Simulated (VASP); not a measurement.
# TiAl3 in VASP: further runs

Runs on TiAl3. Level: PBEsol. Tasks: single point.

Program: VASP 6.6.1. These are calculated values, not measurements. Logs are shortened: lines on timing, memory, paths and dates and some standing lists are left out, and cuts for length are marked.

### Step 1. The cell of the first run

The typed cell holds 4 atoms: a = 3.956 Å, b = 3.956 Å, c = 3.956 Å, α = 90.00°, β = 90.00°, γ = 90.00°.

### Step 2. Single point, PBEsol (atoms moved at random)

The input, INCAR:

```
PREC     = Accurate       # precision mode
ENCUT    = 520            # plane-wave cutoff, eV
EDIFF    = 1E-6           # SCF threshold, eV
ISMEAR   = -1             # smearing method
SIGMA    = 0.05           # smearing width, eV
LREAL    = False          # projectors in reciprocal space
LASPH    = True           # aspherical terms in the spheres
NELM     = 60             # most SCF steps
ALGO     = Fast           # electronic algorithm
ISIF     = 2              # what is computed and relaxed
LWAVE    = False          # write WAVECAR
LCHARG   = False          # write CHGCAR
GGA      = PS             # functional
NBANDS   = 18             # bands
```

The input, KPOINTS:

```
regular mesh
0
Gamma
  7 7 7
```

The input, POSCAR:

```
TiAl3
1.0
    3.9556712500      0.0000000000      0.0000000000
    0.0000000000      3.9556712500      0.0000000000
    0.0000000000      0.0000000000      3.9556712500
Ti Al
1 3
Direct
   -0.0002500000     -0.0129780000      0.0046920000
    0.0011090000      0.5074710000      0.5093790000
    0.5091560000     -0.0104980000      0.5058130000
    0.5053880000      0.5059400000     -0.0011050000
```

Potentials or basis: VASP PAW PBE potentials, release 64 (Ti_sv, Al).

Launch:

```console
$ cat potpaw_PBE.64/Ti_sv/POTCAR potpaw_PBE.64/Al/POTCAR > POTCAR
$ mpirun -np 1 vasp_std > vasp.out
```

OUTCAR:

```text
PREC = Accurate
   ENCUT = 520
   EDIFF = 1E-6
   ISMEAR = -1
   LREAL = False
   LASPH = True
   NELM = 60
   ISIF = 2
   GGA = PS

 ion  position               nearest neighbor table
   1  1.000  0.987  0.005-   2 2.73   4 2.73   2 2.75   4 2.76   3 2.77   3 2.77   3 2.82   3 2.83
                             4 2.84   2 2.84   4 2.87   2 2.87
   2  0.001  0.507  0.509-   3 2.72   1 2.73   1 2.75   4 2.76   3 2.77   4 2.78   4 2.81   3 2.83
                             4 2.84   1 2.84   1 2.87   3 2.87
   3  0.509  0.990  0.506-   2 2.72   4 2.73   1 2.77   2 2.77   4 2.77   1 2.77   1 2.82   4 2.82
                             2 2.83   1 2.83   4 2.86   2 2.87
   4  0.505  0.506  0.999-   1 2.73   3 2.73   2 2.76   1 2.76   3 2.77   2 2.78   2 2.81   3 2.82
                             1 2.84   2 2.84   3 2.86   1 2.87

  LATTYP: Found a simple cubic cell.
 ALAT       =     3.9556712500

  Lattice vectors:

 A1 = (   3.9556712500,   0.0000000000,   0.0000000000)
 A2 = (   0.0000000000,   3.9556712500,   0.0000000000)
 A3 = (   0.0000000000,   0.0000000000,   3.9556712500)

Analysis of symmetry for initial positions (statically):
=====================================================================
 Subroutine PRICEL returns:
 Original cell was already a primitive cell.

 Routine SETGRP: Setting up the symmetry group for a
 simple cubic supercell.

 Subroutine GETGRP returns: Found  1 space group operations
 (whereof  1 operations were pure point group operations)
 out of a pool of 48 trial point group operations.

The static configuration has the point symmetry C_1 .

Analysis of symmetry for dynamics (positions and initial velocities):
=====================================================================
 Subroutine PRICEL returns:
 Original cell was already a primitive cell.

 Routine SETGRP: Setting up the symmetry group for a
 simple cubic supercell.

 Subroutine GETGRP returns: Found  1 space group operations
 (whereof  1 operations were pure point group operations)
 out of a pool of 48 trial point group operations.

The dynamic configuration has the point symmetry C_1 .

 Subroutine INISYM returns: Found  1 space group operations
 (whereof  1 operations are pure point group operations),
 and found     1 'primitive' translations

----------------------------------------------------------------------------------------

                                     Primitive cell

[... 95 lines left out ...]
   LREAL  =      F    real-space projection
   EDIFFG = 0.1E-04   stopping-criterion for IOM
   NSW    =      0    number of steps for IOM
   IBRION =     -1    ionic relax: 0-MD 1-quasi-New 2-CG
   NFREE  =      0    steps in history (QN), initial steepest desc. (CG)
   ISIF   =      2    stress and relaxation
   ISYM   =      2    0-nonsym 1-usesym 2-fastsym
   POTIM  = 0.5000    time-step for ionic-motion
   TEBEG  =    0.0;   TEEND  =   0.0 temperature during run
   PSTRESS=    0.0 pullay stress
   NELECT =      21.0000    total number of electrons
   NUPDOWN=      -1.0000    fix difference up-down
   EMIN   =  10.00;   EMAX   =-10.00  energy-range for DOS
   EFERMI =   0.00;   METHOD = LEGACY
   ISMEAR =    -1;   SIGMA  =   0.05  broadening in eV -4-tet -1-fermi 0-gaus
   EFERMI_NEDOS =   21; number of points for ismear=-14 and -15
   IALGO  =     68    algorithm
   IMIX   =      4    mixing-type and parameters
     AMIX     =   0.40;   BMIX     =  1.00
     AMIX_MAG =   1.60;   BMIX_MAG =  1.00
  volume/ion in A,a.u.               =      15.47       104.42
  Fermi-wavevector in a.u.,A,eV,Ry     =   1.141811  2.157711 17.738371  1.303733
  Thomas-Fermi vector in A             =   2.278511
   LORBIT       =      0    0 simple, 1 ext, 2 COOP (PROOUT), +10 PAW based schemes
   GGA     = PS    functional components
   LHFCALC =     F    Hartree Fock is set to
   AEXX    =    0.0000 exact exchange contribution
   IVDW    =     0    specifies the selected vdW correction
   LEPSILON=     F    determine dielectric tensor
   LRPA    =     F    only Hartree local field effects (RPA)
 non-spin polarized calculation
 RMM-DIIS sequential band-by-band and
  energy-cutoff  :      520.00
  volume of cell :       61.90
 maximum number of plane-waves:      1743
 NGX is ok and might be reduce to    30
   NGX = 15   NGY = 15   NGZ = 15

 number of electron      20.9999997 magnetization

 Free energy of the ion-electron system (eV)
  ---------------------------------------------------
  ext. energy  EPLUGINS =         0.00000000
  ---------------------------------------------------
  free energy    TOTEN  =       -22.08300378 eV

  energy without entropy =      -22.05850612  energy(sigma->0) =      -22.07075495

 E-fermi :   9.1145     XC(G=0): -10.9122

 val. band max:        9.0091109980   @ k =  -0.1429   0.1429   0.0000
 cond. band min:       9.1597338194   @ k =   0.2857   0.4286  -0.1429
 fundamental gap:      0.1506228214
 Fermi energy:         9.1145097992

 k-point     1 :       0.0000    0.0000    0.0000
  band No.  band energies     occupation
      1     -47.6607      2.00000
      2     -24.0707      2.00000
      3     -24.0686      2.00000
      4     -24.0680      2.00000
      5      -1.7804      2.00000
      6       5.9221      2.00000
[... 481 lines left out ...]
      5      -0.8108      2.00000
      6       3.1314      2.00000
[... 10 lines left out ...]
     17      13.2288      0.00000
     18      14.8375      0.00000

 [... further k-points ...]

------------------------ aborting loop because EDIFF is reached ----------------------------------------

  FORCE on cell =-STRESS in cart. coord.  units (eV):
  Direction    XX          YY          ZZ          XY          YZ          ZX
  --------------------------------------------------------------------------------------
  -------------------------------------------------------------------------------------
  Total       -0.0774875     -0.0895442     -0.0697944     -0.0144609     -0.0144642     -0.0123834
  in kB       -2.0057731     -2.3178605     -1.8066362     -0.3743231     -0.3744062     -0.3205451
  external PRESSURE =      -2.0434233 kB  Pullay stress =       0.0000000 kB

 VOLUME and BASIS-vectors are now :
 -----------------------------------------------------------------------------
  energy-cutoff  :      520.00
  volume of cell :       61.90
      direct lattice vectors                 reciprocal lattice vectors
     3.955671250  0.000000000  0.000000000     0.252801595  0.000000000  0.000000000
     0.000000000  3.955671250  0.000000000     0.000000000  0.252801595  0.000000000
     0.000000000  0.000000000  3.955671250     0.000000000  0.000000000  0.252801595

 POSITION                                       TOTAL-FORCE (eV/Angst)
 -----------------------------------------------------------------------------------
      3.95468      3.90433      0.01856         0.252140      0.651056      0.075436
      0.00439      2.00739      2.01494         0.141851     -0.545452     -0.204909
      2.01405      3.91414      2.00083        -0.253546      0.393453     -0.097279
      1.99915      2.00133      3.95130        -0.140445     -0.499058      0.226752
 -----------------------------------------------------------------------------------
    total drift:                               -0.000101      0.000475      0.000063

  FREE ENERGIE OF THE ION-ELECTRON SYSTEM (eV)
  ---------------------------------------------------
  free  energy   TOTEN  =       -22.0830037825 eV

  energy  without entropy=      -22.0585061246  energy(sigma->0) =      -22.07075495
```

stdout:

```text
POSCAR found type information on POSCAR TiAl
 POSCAR found :  2 types and       4 ions
 scaLAPACK will be used
 -----------------------------------------------------------------------------
|                                                                             |
|                                                                             |
|     You enforced a specific xc type in the INCAR file but a different       |
|     I HOPE YOU KNOW WHAT YOU ARE DOING!                                     |
|                                                                             |
 -----------------------------------------------------------------------------

 LDA part: xc-table for (Slater+PW92), standard interpolation
 POSCAR, INCAR and KPOINTS ok, starting setup
 FFT: planning ... GRIDC
 FFT: planning ... GRID_SOFT
 FFT: planning ... GRID
 WAVECAR not read
 entering main loop
WARNING in EDDRMM: call to ZHEGV failed, returncode =   8  4     12
WARNING in EDDRMM: call to ZHEGV failed, returncode =   6  3     17
```

Run time: 2.6 min. Hardware: 1 thread of Intel Xeon 6975P-C (Granite Rapids), shared host; peak memory 0.3 GiB.

Results:

* Free energy: -22.0830 eV
* Pressure: -0.2 GPa
* Largest force: 0.702 eV/Å

Forces in eV/Å, atoms in the order of the input:
```
Ti   0.252  0.651  0.075
Al   0.142 -0.545 -0.205
Al  -0.254  0.393 -0.097
Al  -0.140 -0.499  0.227
```

Caveat: the cell differs from its parent crystal (atoms moved at random); the PAW data sets were made with another functional, which shifts forces and pressure a little.

### Step 3. Single point, PBEsol

The input, INCAR:

```
  PREC = Accurate
  ENCUT = 520
  EDIFF = 1E-6
  ISMEAR = -1
  SIGMA = 0.05
  LREAL = False
  LASPH = True
  NELM = 80
  ALGO = Normal
  ISIF = 2
  LWAVE = False
  LCHARG = True
  GGA = PS
  LELF = True
  LVHAR = True
  NBANDS = 18
```

The input, KPOINTS:

```
Automatic mesh
0
Gamma
  7 7 7
```

The input, POSCAR:

```
TiAl3
1.0
    3.9556712500      0.0000000000      0.0000000000
    0.0000000000      3.9556712500      0.0000000000
    0.0000000000      0.0000000000      3.9556712500
Ti Al
1 3
Direct
    0.0000000000      0.0000000000      0.0000000000
    0.0000000000      0.5000000000      0.5000000000
    0.5000000000      0.0000000000      0.5000000000
    0.5000000000      0.5000000000      0.0000000000
```

Potentials or basis: VASP PAW PBE potentials, release 64 (Ti_sv, Al).

Launch:

```console
$ cat potpaw_PBE.64/Ti_sv/POTCAR potpaw_PBE.64/Al/POTCAR > POTCAR
$ mpirun -np 1 vasp_std > vasp.out
```

Run time: 25 s. Hardware: 1 thread of Intel Xeon Platinum 8488C (Sapphire Rapids), shared host; peak memory 0.17 GiB.

The run converged. Its results:

- Free energy: -22.1324 eV
- Pressure: -0.7 GPa

Levels at points of the mesh, in eV from the Fermi level:
```tsv
k point	band 7	band 8	band 9	band 10	band 11	band 12	band 13	band 14
(0.00, 0.00, 0.00)	-3.18	-2.24	-2.24	-2.24	0.08	0.08	0.08	0.62
```

Caveat: the PAW data sets were made with another functional, which shifts forces and pressure a little.

### Step 4. Single point, PBEsol

This run uses another cell than the first one, of 12.78 Å³/atom, 0.826 times its volume.

The input, INCAR:

```
ALGO = Normal ; EDIFF = 1E-6
ENCUT = 520 ; GGA = PS
ISIF = 2 ; ISMEAR = -1
LASPH = T ; LCHARG = F
LREAL = F ; LWAVE = F
NBANDS = 18 ; NELM = 80
PREC = Accurate ; SIGMA = 0.05
```

The input, KPOINTS:

```
k-points
0
Gamma
  7 7 7
```

The input, POSCAR:

```
TiAl3
1.0
    3.7114852221      0.0000000000      0.0000000000
    0.0000000000      3.7114852221      0.0000000000
    0.0000000000      0.0000000000      3.7114852221
Ti Al
1 3
Direct
    0.0000000000      0.0000000000      0.0000000000
    0.0000000000      0.5000000000      0.5000000000
    0.5000000000      0.0000000000      0.5000000000
    0.5000000000      0.5000000000      0.0000000000
```

Launch:

```console
$ cat potpaw_PBE.64/Ti_sv/POTCAR potpaw_PBE.64/Al/POTCAR > POTCAR
$ mpirun -np 1 vasp_std > vasp.out
```

Run time: 12 s. Hardware: 1 thread of Intel Xeon Platinum 8488C (Sapphire Rapids), shared host; peak memory 0.16 GiB.

The run converged. Its results:

* Free energy: -21.2836 eV
* Pressure: 30.2 GPa

Levels at points of the mesh, in eV from the Fermi level:
```csv
k point,band 8,band 9,band 10,band 11,band 12,band 13
"(0.00, 0.00, 0.00)",-2.35,-2.35,-2.35,0.02,0.02,0.02
```

Caveat: the PAW data sets were made with another functional, which shifts forces and pressure a little.

### Step 5. Single point, PBEsol

This run uses another cell than the first one, of 13.43 Å³/atom, 0.868 times its volume.

The input, INCAR:

```
  PREC = Accurate
  ENCUT = 520
  EDIFF = 1E-7
  ISMEAR = -1
  SIGMA = 0.05
  LREAL = F
  LASPH = T
  NELM = 100
  ALGO = Normal
  ISIF = 2
  LWAVE = F
  LCHARG = F
  GGA = PS
  NBANDS = 18
```

The input, KPOINTS:

```
Automatic mesh
0
Gamma
  7 7 7
```

The input, POSCAR:

```
TiAl3
1.0
    3.7730417100      0.0000000000      0.0000000000
    0.0000000000      3.7730417100      0.0000000000
    0.0000000000      0.0000000000      3.7730417100
Ti Al
1 3
Direct
    0.0000000000      0.0000000000      0.0000000000
    0.0000000000      0.5000000000      0.5000000000
    0.5000000000      0.0000000000      0.5000000000
    0.5000000000      0.5000000000      0.0000000000
```

Potentials or basis: VASP PAW PBE potentials, release 64 (Ti_sv, Al).

Launch:

```console
$ cat potpaw_PBE.64/Ti_sv/POTCAR potpaw_PBE.64/Al/POTCAR > POTCAR
$ mpirun -np 1 vasp_std > vasp.out
```

OUTCAR:

```text
PREC = Accurate
   ENCUT = 520
   EDIFF = 1E-7
   ISMEAR = -1
   LREAL = F
   LASPH = T
   NELM = 100
   ISIF = 2
   GGA = PS

 ion  position               nearest neighbor table
   1  0.000  0.000  0.000-   2 2.67   3 2.67   4 2.67   2 2.67   3 2.67   2 2.67   4 2.67   2 2.67
                             3 2.67   4 2.67   3 2.67   4 2.67
   2  0.000  0.500  0.500-   1 2.67   3 2.67   4 2.67   1 2.67   4 2.67   1 2.67   3 2.67   1 2.67
                             3 2.67   4 2.67   4 2.67   3 2.67
   3  0.500  0.000  0.500-   1 2.67   2 2.67   4 2.67   1 2.67   4 2.67   2 2.67   4 2.67   4 2.67
[... 617 lines left out ...]
  -------------------------------------------------------------------------------------
  Total        6.7559956      6.7559956      6.7559956     -0.0000000     -0.0000000     -0.0000000
  in kB      201.5232319    201.5232319    201.5232319     -0.0000000     -0.0000000     -0.0000000
  external PRESSURE =     201.5232319 kB  Pullay stress =       0.0000000 kB

 VOLUME and BASIS-vectors are now :
 -----------------------------------------------------------------------------
  energy-cutoff  :      520.00
  volume of cell :       53.71
      direct lattice vectors                 reciprocal lattice vectors
     3.773041710  0.000000000  0.000000000     0.265038151  0.000000000  0.000000000
     0.000000000  3.773041710  0.000000000     0.000000000  0.265038151  0.000000000
     0.000000000  0.000000000  3.773041710     0.000000000  0.000000000  0.265038151

 POSITION                                       TOTAL-FORCE (eV/Angst)
 -----------------------------------------------------------------------------------
      0.00000      0.00000      0.00000         0.000000      0.000000      0.000000
      0.00000      1.88652      1.88652         0.000000      0.000000      0.000000
      1.88652      0.00000      1.88652         0.000000      0.000000      0.000000
      1.88652      1.88652      0.00000         0.000000      0.000000      0.000000
 -----------------------------------------------------------------------------------
    total drift:                               -0.000000     -0.000000     -0.000000

  FREE ENERGIE OF THE ION-ELECTRON SYSTEM (eV)
  ---------------------------------------------------
  free  energy   TOTEN  =       -21.6874186233 eV

  energy  without entropy=      -21.6671129937  energy(sigma->0) =      -21.67726581
```

It took 14 s on 1 thread of Intel Xeon Platinum 8488C (Sapphire Rapids), shared host; peak memory 0.16 GiB.

What came out:

* Free energy: -21.6874 eV
* Pressure: 20.2 GPa

Levels at points of the mesh, in eV from the Fermi level:
```csv
k point,band 7,band 8,band 9,band 10,band 11,band 12,band 13,band 14
"(0.00, 0.00, 0.00)",-3.53,-2.34,-2.34,-2.34,0.04,0.04,0.04,0.50
```

Caveat: the PAW data sets were made with another functional, which shifts forces and pressure a little.

(Part 1 of 2 ends here.)
